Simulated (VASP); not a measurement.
Input of a VASP 6.6.1 run:

INCAR

```
ALGO = Normal
EDIFF = 1E-7
ENCUT = 520
GGA = PE
ISIF = 2
ISMEAR = 0
IVDW = 12
LASPH = T
LCHARG = T
LELF = T
LREAL = F
LVHAR = T
LWAVE = F
NBANDS = 11
NELM = 60
PREC = Accurate
SIGMA = 0.05
```

The input KPOINTS:

```
k-points
0
Gamma
  15 15 15
```

The input POSCAR:

```
C
1.0
    1.2016860064      0.6937937393      3.2773531398
   -1.2016860064      0.6937937393      3.2773531398
    0.0000000000     -1.3875874786      3.2773531398
C
2
Direct
    0.1571748731      0.1571748731      0.1571748731
    0.8428251269      0.8428251269      0.8428251269
```

Potentials or basis: VASP PAW PBE potentials, release 64 (C).

The run is started by

```sh
$ cat potpaw_PBE.64/C/POTCAR > POTCAR
$ mpirun -np 1 vasp_std > vasp.out
```

(1) Estimate the largest force.

(2) Estimate the pressure.

(3) Estimate the dispersion energy per atom.

## Answers

(1) 3.000 eV/Å.

(2) 23.4 GPa.

(3) -0.159 eV.

Caveat: forces of over 1 eV/Å act on the atoms, so gaps and moduli don't describe the material at rest.
